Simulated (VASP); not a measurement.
Here is a VASP 6.6.1 calculation.

INCAR

```
SYSTEM = GeCl2
PREC     = Accurate       ! precision mode
ENCUT    = 520            ! plane-wave cutoff, eV
EDIFF    = 1E-6           ! SCF threshold, eV
ISMEAR   = 0              ! smearing method
SIGMA    = 0.1            ! smearing width, eV
LREAL    = .FALSE.        ! projectors in reciprocal space
LASPH    = .TRUE.         ! aspherical terms in the spheres
NELM     = 100            ! most SCF steps
ALGO     = Normal         ! electronic algorithm
ISIF     = 2              ! what is computed and relaxed
LWAVE    = .FALSE.        ! write WAVECAR
LCHARG   = .FALSE.        ! write CHGCAR
GGA      = PE             ! functional
NBANDS   = 21             ! bands
```

Contents of KPOINTS:

```
Automatic mesh
0
G
  6 6 4
  0 0 0
```

The input POSCAR:

```
GeCl2
1.0
    4.9429442088      0.0000000043      0.0000000000
   -2.4714721081      4.2807152522      0.0000000000
    0.0000000000      0.0000000000      3.6911086872
Ge Cl
1 2
Direct
    0.0000000000      0.0000000000      0.7770352388
    0.3333333333      0.6666666667      0.7553096606
    0.6666666667      0.3333333333      0.7553096606
```

Potentials or basis: VASP PAW PBE potentials, release 64 (Ge_d, Cl).

Command:

```console
$ cat potpaw_PBE.64/Ge_d/POTCAR potpaw_PBE.64/Cl/POTCAR > POTCAR
$ mpirun -np 1 vasp_std > vasp.out
```

Task: Estimate the band gap on the k mesh.

Result: Zero (bands 14 and 15 overlap by 0.40 eV).

Task: Predict the pressure.

Result: 0.0 GPa.

Forces on the atoms (eV/Å):
```
Ge   0.000  0.000 -0.009
Cl   0.000  0.000  0.005
Cl   0.000  0.000  0.005
```

Caveat: the k points lie up to 0.43 Å⁻¹ apart.
